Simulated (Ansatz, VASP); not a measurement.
## TiAl in VASP and in Ansatz

POSCAR

```
TiAl
1.0
    3.2647517932     -0.0834800277      0.0926664972
   -0.0834800277      3.0440011994     -0.0573070299
    0.0926664972     -0.0573070299      3.2052839430
Ti Al
1 1
Direct
    0.0028794425     -0.0017245887      0.0012062989
    0.4971205575      0.5017245887      0.4987937011
```

INCAR.step1

```
SYSTEM = TiAl
ALGO     = Normal         ! electronic algorithm
EDIFF    = 1E-4           ! SCF threshold, eV
ENCUT    = 520            ! plane-wave cutoff, eV
GGA      = PE             ! functional
ISMEAR   = 0              ! smearing method
LASPH    = .TRUE.         ! aspherical terms in the spheres
LCHARG   = .FALSE.        ! write CHGCAR
LREAL    = .FALSE.        ! projectors in reciprocal space
LWAVE    = .TRUE.         ! write WAVECAR
NBANDS   = 14             ! bands
NELM     = 100            ! most SCF steps
PREC     = Accurate       ! precision mode
SIGMA    = 0.15           ! smearing width, eV
```

INCAR.step2

```
SYSTEM = TiAl
ALGO     = Normal         ! electronic algorithm
EDIFF    = 1E-7           ! SCF threshold, eV
ENCUT    = 520            ! plane-wave cutoff, eV
ISIF     = 2              ! what is computed and relaxed
ISMEAR   = 0              ! smearing method
ISTART   = 1            
LASPH    = .TRUE.         ! aspherical terms in the spheres
LCHARG   = .FALSE.        ! write CHGCAR
LMIXTAU  = .TRUE.       
LREAL    = .FALSE.        ! projectors in reciprocal space
LWAVE    = .FALSE.        ! write WAVECAR
METAGGA  = R2SCAN         ! meta-GGA
NBANDS   = 14             ! bands
NELM     = 100            ! most SCF steps
PREC     = Accurate       ! precision mode
SIGMA    = 0.15           ! smearing width, eV
```

The input KPOINTS:

```
k-points
0
G
  10 10 10
  0 0 0
```

Input for Ansatz:

```yaml
crystal:
  lattice:
    - [3.2647517932, -0.0834800277, 0.0926664972]
    - [-0.0834800277, 3.0440011994, -0.0573070299]
    - [0.0926664972, -0.0573070299, 3.205283943]
  atoms:
    - { symbol: Ti, position: [0.0028794425, -0.0017245887, 0.0012062989] }
    - { symbol: Al, position: [0.4971205575, 0.5017245887, 0.4987937011] }
basis:
  ecutwfc: 500
kpoints:
  mp_grid: { grid: [10, 10, 10] }
hamiltonian:
  xc: r2scan
scf:
  occupations: { method: gaussian, width: 0.15 }
output:
  forces: true
  stress: true
  eigenvalues: true
  write_density: true
  write_potential: true
  elf: true
  volumetric_format: npy
```

Change from the starting cell: cell sheared at random, sigma 0.06, atoms nudged by 0.01 Å.

Alike in both runs: task single point; functional r2SCAN; k mesh 10 × 10 × 10; occupations gaussian, width 0.15 eV; no spin polarisation.

```csv
,VASP,Ansatz
version,VASP 6.6.1,Ansatz 0.2.0
potentials or method,"VASP PAW PBE potentials, release 64 (Ti_sv, Al), cutoff 520 eV","scalar-relativistic, plane waves, PAW"
valence electrons in the cell,15,15
```

|  | VASP | Ansatz | Ansatz less VASP |
| --- | --- | --- | --- |
| gap on the k mesh at the Fermi level (eV) | none | none | - |
| pressure (GPa) | 1.5 | 1.3 | -0.14 |
| traceless stress, the component that is largest in VASP (GPa) | -4.57 | -4.60 | -0.027 |
| rms of the force components (eV/Å) | 0.078 | 0.077 | -0.0009 |

VASP's potentials were made for PBE, not for r2SCAN. Atom by atom the forces differ by 0.001 eV/Å (rms over components). A gap of «none» marks a metal or a gap that the smearing closes.
